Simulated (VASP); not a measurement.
# TiC (Fm-3m) in VASP: notebook, part 2 of 3

VASP 6.6.1. Earlier steps stand in the parts before.

### 3 Electric field gradients, PBEsol (9.93 Å³/atom)

The input, INCAR:

```
SYSTEM = TiC
ALGO     = Normal         ! electronic algorithm
EDIFF    = 1E-8           ! SCF threshold, eV
ENCUT    = 520            ! plane-wave cutoff, eV
GGA      = PS             ! functional
ISIF     = 2              ! what is computed and relaxed
ISMEAR   = -1             ! smearing method
LASPH    = .TRUE.         ! aspherical terms in the spheres
LCHARG   = .FALSE.        ! write CHGCAR
LEFG     = .TRUE.       
LREAL    = .FALSE.        ! projectors in reciprocal space
LWAVE    = .FALSE.        ! write WAVECAR
NBANDS   = 15             ! bands
NELM     = 60             ! most SCF steps
PREC     = Accurate       ! precision mode
SIGMA    = 0.03           ! smearing width, eV
```

The input, KPOINTS:

```
k-points
0
G
  16 16 16
  0 0 0
```

The input, POSCAR:

```
TiC
1.0
    0.0000000000      2.1494760724      2.1494760724
    2.1494760724      0.0000000000      2.1494760724
    2.1494760724      2.1494760724      0.0000000000
Ti C
1 1
Direct
    0.0000000000      0.0000000000      0.0000000000
    0.5000000000      0.5000000000      0.5000000000
```

Potentials or basis: VASP PAW PBE potentials, release 64 (Ti_sv, C).

Run with:

```sh
cat potpaw_PBE.64/Ti_sv/POTCAR potpaw_PBE.64/C/POTCAR > POTCAR
mpirun -np 1 vasp_std > vasp.out
```

OUTCAR:

```text
SYSTEM = TiC
   EDIFF = 1E-8
   ENCUT = 520
   GGA = PS
   ISIF = 2
   ISMEAR = -1
   LASPH = .TRUE.
   LREAL = .FALSE.
   NELM = 60
   PREC = Accurate

 ion  position               nearest neighbor table
   1  0.000  0.000  0.000-   2 2.15   2 2.15   2 2.15   2 2.15   2 2.15   2 2.15
   2  0.500  0.500  0.500-   1 2.15   1 2.15   1 2.15   1 2.15   1 2.15   1 2.15

  LATTYP: Found a face centered cubic cell.
 ALAT       =     4.2989521448

  Lattice vectors:

 A1 = (   0.0000000000,   2.1494760724,   2.1494760724)
 A2 = (   2.1494760724,   0.0000000000,   2.1494760724)
 A3 = (   2.1494760724,   2.1494760724,   0.0000000000)

Analysis of symmetry for initial positions (statically):
=====================================================================
 Subroutine PRICEL returns:
 Original cell was already a primitive cell.

 Routine SETGRP: Setting up the symmetry group for a
 face centered cubic supercell.

 Subroutine GETGRP returns: Found 48 space group operations
 (whereof 48 operations were pure point group operations)
 out of a pool of 48 trial point group operations.

The static configuration has the point symmetry O_h .

Analysis of symmetry for dynamics (positions and initial velocities):
=====================================================================
 Subroutine PRICEL returns:
 Original cell was already a primitive cell.

 Routine SETGRP: Setting up the symmetry group for a
 face centered cubic supercell.

 Subroutine GETGRP returns: Found 48 space group operations
 (whereof 48 operations were pure point group operations)
 out of a pool of 48 trial point group operations.

The dynamic configuration has the point symmetry O_h .

 Subroutine INISYM returns: Found 48 space group operations
 (whereof 48 operations are pure point group operations),
 and found     1 'primitive' translations

----------------------------------------------------------------------------------------

                                     Primitive cell

  volume of cell :      19.8622

  direct lattice vectors                    reciprocal lattice vectors
     0.000000000  2.149476072  2.149476072    -0.232614825  0.232614825  0.232614825
     2.149476072  0.000000000  2.149476072     0.232614825 -0.232614825  0.232614825
     2.149476072  2.149476072  0.000000000     0.232614825  0.232614825 -0.232614825

  length of vectors
     3.039818214  3.039818214  3.039818214     0.402900695  0.402900695  0.402900695

  position of ions in fractional coordinates (direct lattice)
     0.000000000  0.000000000  0.000000000
     0.500000000  0.500000000  0.500000000

  ion indices of the primitive-cell ions
   primitive index   ion index
                 1           1
                 2           2

----------------------------------------------------------------------------------------

 KPOINTS: k-points

Automatic generation of k-mesh.
 Grid dimensions read from file:
 generate k-points for:   16   16   16

 Generating k-lattice:
[... 79 lines left out ...]
   IALGO  =     38    algorithm
   IMIX   =      4    mixing-type and parameters
     AMIX     =   0.40;   BMIX     =  1.00
     AMIX_MAG =   1.60;   BMIX_MAG =  1.00
  volume/ion in A,a.u.               =       9.93        67.02
  Fermi-wavevector in a.u.,A,eV,Ry     =   1.523254  2.878532 31.569619  2.320302
  Thomas-Fermi vector in A             =   2.631722
   LORBIT       =      0    0 simple, 1 ext, 2 COOP (PROOUT), +10 PAW based schemes
   GGA     = PS    functional components
   LHFCALC =     F    Hartree Fock is set to
   AEXX    =    0.0000 exact exchange contribution
   IVDW    =     0    specifies the selected vdW correction
   LEPSILON=     F    determine dielectric tensor
   LRPA    =     F    only Hartree local field effects (RPA)
 non-spin polarized calculation
  energy-cutoff  :      520.00
  volume of cell :       19.86
 maximum number of plane-waves:       548
   NGX = 11   NGY = 11   NGZ = 11

 number of electron      16.0000003 magnetization

 Free energy of the ion-electron system (eV)
  ---------------------------------------------------
  ext. energy  EPLUGINS =         0.00000000
  ---------------------------------------------------
  free energy    TOTEN  =       -19.80182357 eV

  energy without entropy =      -19.80053489  energy(sigma->0) =      -19.80117923

 E-fermi :   9.5539     XC(G=0): -12.9777

 val. band max:        9.5480783660   @ k =   0.1250   0.1250   0.0000
 cond. band min:       9.5599807525   @ k =   0.1250   0.0625   0.0000
 fundamental gap:      0.0119023865
 Fermi energy:         9.5538794950

 k-point     1 :       0.0000    0.0000    0.0000
  band No.  band energies     occupation
      1     -46.6949      2.00000
      2     -22.8092      2.00000
      3     -22.8092      2.00000
      4     -22.8092      2.00000
      5      -2.9043      2.00000
      6      10.2403      0.00000
      7      10.2403      0.00000
      8      10.2403      0.00000
      9      11.3013      0.00000
     10      11.3013      0.00000
     11      11.3013      0.00000
     12      11.3433      0.00000
     13      11.3433      0.00000
     14      20.3804      0.00000
[... 401 lines left out ...]
      2     -22.8613      2.00000
      3     -22.8236      2.00000
      4     -22.8105      2.00000
      5      -2.6625      2.00000
      6       9.3393      1.99844
      7       9.5121      1.60217
      8       9.5448      1.15092
      9      10.3556      0.00000
     10      10.9768      0.00000
     11      11.8971      0.00000
     12      12.4882      0.00000
     13      13.3737      0.00000
     14      20.7805      0.00000
     15      23.7012      0.00000

 [... further k-points ...]

------------------------ aborting loop because EDIFF is reached ----------------------------------------

  FORCE on cell =-STRESS in cart. coord.  units (eV):
  Direction    XX          YY          ZZ          XY          YZ          ZX
  --------------------------------------------------------------------------------------
  -------------------------------------------------------------------------------------
  Total       -0.0988097     -0.0988097     -0.0988097      0.0000000      0.0000000      0.0000000
  in kB       -7.9704367     -7.9704367     -7.9704367      0.0000000      0.0000000      0.0000000
  external PRESSURE =      -7.9704367 kB  Pullay stress =       0.0000000 kB

 VOLUME and BASIS-vectors are now :
 -----------------------------------------------------------------------------
  energy-cutoff  :      520.00
  volume of cell :       19.86
      direct lattice vectors                 reciprocal lattice vectors
     0.000000000  2.149476072  2.149476072    -0.232614825  0.232614825  0.232614825
     2.149476072  0.000000000  2.149476072     0.232614825 -0.232614825  0.232614825
     2.149476072  2.149476072  0.000000000     0.232614825  0.232614825 -0.232614825

 POSITION                                       TOTAL-FORCE (eV/Angst)
 -----------------------------------------------------------------------------------
      0.00000      0.00000      0.00000         0.000000     -0.000000      0.000000
      2.14948      2.14948      2.14948        -0.000000      0.000000      0.000000
 -----------------------------------------------------------------------------------
    total drift:                                0.000000     -0.000000     -0.000000

  FREE ENERGIE OF THE ION-ELECTRON SYSTEM (eV)
  ---------------------------------------------------
  free  energy   TOTEN  =       -19.8018235695 eV

  energy  without entropy=      -19.8005348885  energy(sigma->0) =      -19.80117923

 Electric field gradients (V/A^2)
---------------------------------------------------------------------
 ion       V_xx      V_yy      V_zz      V_xy      V_xz      V_yz
---------------------------------------------------------------------
   1       0.000     0.000     0.000     0.001     0.001     0.001
   2       0.000     0.000     0.000    -0.000    -0.000    -0.000
---------------------------------------------------------------------

 Electric field gradients after diagonalization (V/A^2)
 (convention: |V_zz| > |V_xx| > |V_yy|)
----------------------------------------------------------------------
 ion       V_xx      V_yy      V_zz     asymmetry (V_yy - V_xx)/ V_zz
----------------------------------------------------------------------
   1      -0.001    -0.001     0.001       0.000
   2       0.000     0.000    -0.000       0.000
----------------------------------------------------------------------

           NMR quadrupolar parameters

 Cq : quadrupolar parameter    Cq=e*Q*V_zz/h
 eta: asymmetry parameters     (V_yy - V_xx)/ V_zz
 Q  : nuclear electric quadrupole moment in mb (millibarn)
----------------------------------------------------------------------
 ion       Cq(MHz)       eta       Q (mb)
----------------------------------------------------------------------
   1       0.000       0.000       1.000
   2      -0.000       0.000       1.000
----------------------------------------------------------------------
```

It took 54 s on 1 thread of Intel Xeon 8259CL, shared host; peak memory 0.17 GiB.

Results:

| Item | Value |
| --- | --- |
| Free energy | -19.8018 eV |
| Pressure | -0.8 GPa |
| Band gap on the k mesh | zero (bands 8 and 9 overlap by 1.08 eV) |
| Largest electric field gradient by atom | under 0.05 V/Å² on every atom |

Levels at points of the mesh, in eV from the Fermi level:
```tsv
k point	band 4	band 5	band 6	band 7	band 8	band 9	band 10	band 11	band 12	band 13
(0.00, 0.00, 0.00)	-32.36	-12.46	0.69	0.69	0.69	1.75	1.75	1.75	1.79	1.79
(0.50, 0.00, 0.00)	-32.42	-8.82	-5.96	-2.95	-2.95	3.02	3.02	4.25	8.30	8.45
(0.50, 0.50, 0.00)	-32.55	-10.13	-3.44	-1.73	0.01	0.01	2.83	3.65	3.65	6.09
```

Caveat: the PAW data sets were made with another functional, which shifts forces and pressure a little.

(Continued in part 3 of 3.)
